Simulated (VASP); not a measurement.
## Si: single point with PBE-based screened hybrid with 15 % exact exchange

The system is Si.

```
Si
1.0
     3.90575    0.00000    0.00000
    -1.95287    3.38248    0.00000
     0.00000    0.00000    4.11666
Si
3
Direct
  0.00000 0.50000 0.33333
  0.50000 0.50000 0.66667
  0.50000 0.00000 0.00000
```

| Quantity | Value |
| --- | --- |
| Program | VASP 6.6.1 |
| Task | single point |
| Functional | PBE-based screened hybrid with 15 % exact exchange |
| Potentials or basis | VASP PAW PBE potentials, release 64 (Si) |
| Cutoff | 520 eV |
| k mesh | 4 × 4 × 4 |
| Occupations | fermi-dirac, width 0.05 eV |
| Spin | no spin polarisation |
| Dipole correction | no |
| Grid for exact exchange (PRECFOCK) | Normal |
| Share of exact exchange | 0.15 |
| Further INCAR settings | ALGO = Normal; EDIFF = 1e-06; NBANDS = 13 |
| Screening parameter | 0.2 1/Å |

* Pressure: -1.7 GPa
* Band gap on the k mesh: 0.05 eV (least direct gap 1.80 eV)

Stress tensor (GPa, compression positive):
```
-1.12  0.00  0.00
 0.00 -1.12  0.00
 0.00  0.00 -2.83
```

Levels at points of the mesh, in eV from the valence-band top:
```
           k point  band 2  band 3  band 4  band 5  band 6  band 7  band 8  band 9  band 10  band 11
(0.00, 0.00, 0.00)   -5.64   -5.64   -3.75   -0.98   -0.98    1.01    1.01    3.76     5.34     5.34
(0.50, 0.00, 0.00)  -10.03   -4.89   -3.58   -3.18   -2.23    0.05    0.63    4.61     5.28     5.90
(0.00, 0.50, 0.00)  -10.03   -4.89   -3.58   -3.18   -2.23    0.05    0.63    4.61     5.28     5.90
(0.00, 0.00, 0.50)  -11.78   -1.99   -1.99   -0.69    0.00    1.80    2.53    2.53     2.76     2.76
(0.50, 0.00, 0.50)   -8.78   -8.59   -6.45   -2.55   -2.07    0.06    0.60    6.89     7.64     8.74
(0.00, 0.50, 0.50)   -8.78   -8.59   -6.45   -2.55   -2.07    0.06    0.60    6.89     7.64     8.74
```

Wall time 5.2 min on 1 thread of Intel(R) Xeon(R) Platinum 8488C (Sapphire Rapids), with other jobs on the host, peak memory 0.26 GiB.

Caveat: the k points lie up to 0.46 Å⁻¹ apart; the smearing spreads over this small gap; the PAW data sets were made with another functional, which shifts forces and pressure a little. A k mesh can miss the band edges.
